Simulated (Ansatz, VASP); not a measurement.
**TePb: VASP beside Ansatz**

```
CELL_PARAMETERS angstrom
5.22349 0.00000 0.00000
-2.61174 4.76176 0.00000
0.00000 0.00000 6.57536
ATOMIC_POSITIONS crystal
Pb 0.33475 0.66950 0.93794
Pb 0.66525 0.33050 0.43794
Te 0.33805 0.67610 0.43706
Te 0.66195 0.32390 0.93706
```

Change from the starting cell: uniaxial_x strain -5.0%.

Alike in both runs: task single point; functional r2SCAN; k mesh 6 × 6 × 4; no spin polarisation.

|  | VASP | Ansatz |
| --- | --- | --- |
| version | VASP 6.6.1 | Ansatz 0.2.0 |
| potentials or method | VASP PAW PBE potentials, release 64 (Pb_d, Te) | plane waves, PAW |
| plane-wave cutoff (eV) | 520 | 500 |
| occupations | gaussian, width 0.01 eV | fixed |
| valence electrons in the cell | 40 | 60 |

```tsv
	VASP	Ansatz	Ansatz less VASP
gap on the k mesh at the Fermi level (eV)	1.19	1.19	+0.002
pressure (GPa)	1.8	1.8	0.00
traceless stress, the component that is largest in VASP (GPa)	-1.58	-1.58	+0.003
```

VASP's potentials were made for PBE, not for r2SCAN. VASP's potentials hold 40 valence electrons a cell and Ansatz's 60, so a difference there can come from the potentials and not from the codes.

Neither program's run includes spin-orbit coupling.
